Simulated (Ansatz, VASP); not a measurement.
## Two plane-wave programs on Ga

INCAR

```
SYSTEM = Ga
ALGO = Normal
EDIFF = 1E-7
EDIFFG = -0.005
ENCUT = 600
GGA = CA
IBRION = 2
ISIF = 3
ISMEAR = -1
LASPH = .TRUE.
LCHARG = .FALSE.
LREAL = .FALSE.
LWAVE = .FALSE.
NELM = 100
NSW = 60
PREC = Accurate
SIGMA = 0.05
```

File KPOINTS:

```
k-points
0
G
  16 16 16
  0 0 0
```

File POSCAR:

```
Ga
1.0
   -1.6809877034      1.6809877034      1.6809877034
    1.6809877034     -1.6809877034      1.6809877034
    1.6809877034      1.6809877034     -1.6809877034
Ga
1
Direct
    0.0000000000      0.0000000000      0.0000000000
```

Input for Ansatz:

```yaml
crystal:
  lattice:
    - [-1.6809877034, 1.6809877034, 1.6809877034]
    - [1.6809877034, -1.6809877034, 1.6809877034]
    - [1.6809877034, 1.6809877034, -1.6809877034]
  atoms:
    - { symbol: Ga, position: [0.0, 0.0, 0.0] }
kpoints:
  mp_grid: { grid: [16, 16, 16] }
scf:
  occupations: { method: fermi_dirac, width: 0.05 }
hamiltonian:
  xc: lda
  pseudopotentials: { kind: paw }
output:
  forces: true
  stress: true
relax:
  f_tol: 0.005
  max_steps: 40
  cell: {}
```

Alike in both runs: task relaxation of cell and atoms; functional LDA; k mesh 16 × 16 × 16; occupations fermi-dirac, width 0.05 eV; no spin polarisation.

|  | VASP | Ansatz |
| --- | --- | --- |
| version | VASP 6.6.1 | Ansatz 0.2.0 |
| potentials or method | VASP PAW LDA potentials, release 64 (Ga_d) | PAW with Ansatz's default frozen-core files, scalar-relativistic |
| plane-wave cutoff (eV) | 600 | 420 |
| valence electrons in the cell | 13 | 13 |

```tsv
	VASP	Ansatz	Ansatz less VASP
relaxed volume (Å³/atom)	17.41	17.39	-0.022
relaxed cell length with the largest relative difference (Å)	2.828	2.827	-0.0012
```

LDA's correlation is that of Perdew and Zunger in VASP and of Perdew and Wang (1992) in Ansatz.
